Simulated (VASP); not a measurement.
Here is a VASP 6.6.1 calculation.

Contents of INCAR:

```
PREC = Accurate ; ENCUT = 600
EDIFF = 1E-6 ; ISMEAR = 0
SIGMA = 0.01 ; LREAL = False
LASPH = True ; NELM = 100
ALGO = Normal ; ISIF = 3
LWAVE = False ; LCHARG = False
GGA = PS ; IBRION = 2
NSW = 80 ; EDIFFG = -0.001
PSTRESS = 350.0
```

The input KPOINTS:

```
regular mesh
0
Gamma
  12 12 12
```

File POSCAR:

```
Ge
1.0
    0.0000000000      2.6762525870      2.6762525870
    2.6762525870      0.0000000000      2.6762525870
    2.6762525870      2.6762525870      0.0000000000
Ge
2
Direct
    0.5000000000      0.5000000000      0.5000000000
    0.7500000000      0.7500000000      0.7500000000
```

Potentials or basis: VASP PAW PBE potentials, release 64 (Ge_d).

Launch:

```console
$ cat potpaw_PBE.64/Ge_d/POTCAR > POTCAR
$ mpirun -np 1 vasp_std > vasp.out
```

**Question.** What does it give for the relaxed volume?

**Answer.** 17.37 Å³/atom.

**Question.** What does it give for the band gap on the k mesh?

**Answer.** Zero (filled and empty bands touch).

**Question.** What does it give for the space group after relaxing (to 0.1 Å)?

**Answer.** Fd-3m (No. 227).

**Question.** Estimate the relaxed cell.

**Answer.** a = 3.663 Å, b = 3.663 Å, c = 3.663 Å, α = 60.00°, β = 60.00°, γ = 60.00°.

The path:
```
step  energy change (eV)  largest force (eV/Å)  pressure (GPa)  volume (Å³)
   1              0.0000                0.0000           17.86        38.34
   2              3.2007                0.0000          100.89        28.05
   3              0.5261                0.0000           33.78        34.99
   4              0.5619                0.0000           34.62        34.82
   5              0.5782                0.0000           35.03        34.75
   6              0.5754                0.0000           34.91        34.76
   7              0.5775                0.0000           34.87        34.75
   8              0.5781                0.0000           35.14        34.75
   9              0.5778                0.0000           35.08        34.75
  10              0.5777                0.0000           34.98        34.75
  11              0.5777                0.0000           34.99        34.75
```

Caveat: the cell is relaxed towards a set pressure, so the run minimises the enthalpy, not the energy; semilocal functionals underestimate gaps, and a narrow one can read as zero; the PAW data sets were made with another functional, which shifts forces and pressure a little.
